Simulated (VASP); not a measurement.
A run of VASP 6.6.1 is set up as follows.

INCAR

```
PREC     = Accurate       # precision mode
ENCUT    = 500            # plane-wave cutoff, eV
EDIFF    = 1E-6           # SCF threshold, eV
ISMEAR   = 0              # smearing method
SIGMA    = 0.01           # smearing width, eV
LREAL    = False          # projectors in reciprocal space
LASPH    = True           # aspherical terms in the spheres
NELM     = 120            # most SCF steps
ALGO     = Normal         # electronic algorithm
ISIF     = 2              # what is computed and relaxed
LWAVE    = False          # write WAVECAR
LCHARG   = False          # write CHGCAR
GGA      = PE             # functional
NBANDS   = 11             # bands
GGA_COMPAT= False
```

File KPOINTS:

```
regular mesh
0
Gamma
  2 2 2
```

File POSCAR:

```
Si
1.0
    0.0000000000      2.7221188962      2.7221188962
    2.7221188962      0.0000000000      2.7221188962
    2.7221188962      2.7221188962      0.0000000000
Si
2
Direct
    0.0000000000      0.0000000000      0.0000000000
    0.2500000000      0.2500000000      0.2500000000
```

Potentials or basis: VASP PAW PBE potentials, release 64 (Si).

Run with:

```sh
$ cat potpaw_PBE.64/Si/POTCAR > POTCAR
$ mpirun -np 1 vasp_std > vasp.out
```

Question: What does it give for the band gap on the k mesh?

Answer: 0.61 eV, indirect (least direct gap 2.44 eV).

Question: Estimate the pressure.

Answer: 9.0 GPa.

Caveat: the k points lie up to 1.00 Å⁻¹ apart. A k mesh can miss the band edges.
